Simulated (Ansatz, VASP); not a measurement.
**Two plane-wave programs on Si**

INCAR

```
SYSTEM = Si
PREC = Accurate
ENCUT = 520
EDIFF = 1E-7
ISMEAR = 0
SIGMA = 0.05
LREAL = .FALSE.
LASPH = .TRUE.
NELM = 100
ALGO = Normal
ISIF = 2
LWAVE = .FALSE.
LCHARG = .TRUE.
GGA = CA
LELF = .TRUE.
LVHAR = .TRUE.
NBANDS = 16
```

KPOINTS

```
Automatic mesh
0
G
  10 10 6
  0 0 0
```

Contents of POSCAR:

```
Si
1.0
    0.0000000000     -2.7007989451     -2.7007989451
    0.0000000000      2.7007989451     -2.7007989451
    5.4015978902      0.0000000000      0.0000000000
Si
4
Direct
    0.5000000000      0.5000000000     -0.0183279100
    0.0000000000      0.0000000000      0.5183279100
    0.0000000000      0.5000000000      0.2500000000
    0.5000000000      0.0000000000      0.7500000000
```

Input for Ansatz:

```yaml
crystal:
  lattice:
    - [0.0, -2.7007989451, -2.7007989451]
    - [0.0, 2.7007989451, -2.7007989451]
    - [5.4015978902, 0.0, 0.0]
  atoms:
    - { symbol: Si, position: [0.5, 0.5, -0.01832791] }
    - { symbol: Si, position: [0.0, 0.0, 0.51832791] }
    - { symbol: Si, position: [0.0, 0.5, 0.25] }
    - { symbol: Si, position: [0.5, 0.0, 0.75] }
basis:
  ecutwfc: 420
kpoints:
  mp_grid: { grid: [10, 10, 6] }
hamiltonian:
  xc: lda
  pseudopotentials: { kind: paw, azcp: { folder: soft_1 } }
scf:
  occupations: { method: gaussian, width: 0.05 }
output:
  forces: true
  stress: true
  eigenvalues: true
```

Change from the starting cell: mode 6 frozen in at -0.099 Å, normal strain along x +0.0000.

Alike in both runs: task single point; functional LDA; k mesh 10 × 10 × 6; occupations gaussian, width 0.05 eV; no spin polarisation.

|  | VASP | Ansatz |
| --- | --- | --- |
| version | VASP 6.6.1 | Ansatz 0.2.0 |
| potentials or method | VASP PAW LDA potentials, release 64 (Si), cutoff 520 eV | scalar-relativistic, plane waves, PAW |
| valence electrons in the cell | 16 | 16 |

Ansatz gave:

```
gap on the k mesh at the Fermi level (eV)                     : 0.06
least direct gap on the mesh (eV)                             : 0.50
pressure (GPa)                                                : 0.5
traceless stress, the component that is largest in VASP (GPa) : -0.67
rms of the force components (eV/Å)                            : 0.689
```

Q: Estimate VASP's values.

A: gap on the k mesh at the Fermi level (eV): 0.06; least direct gap on the mesh (eV): 0.49; pressure (GPa): 0.5; traceless stress, the component that is largest in VASP (GPa): -0.67; rms of the force components (eV/Å): 0.689.

Ansatz warns that its potentials were made for another functional, while VASP's fit it. LDA's correlation is that of Perdew and Zunger in VASP and of Perdew and Wang (1992) in Ansatz. Atom by atom the forces differ by 0.000 eV/Å (rms over components).
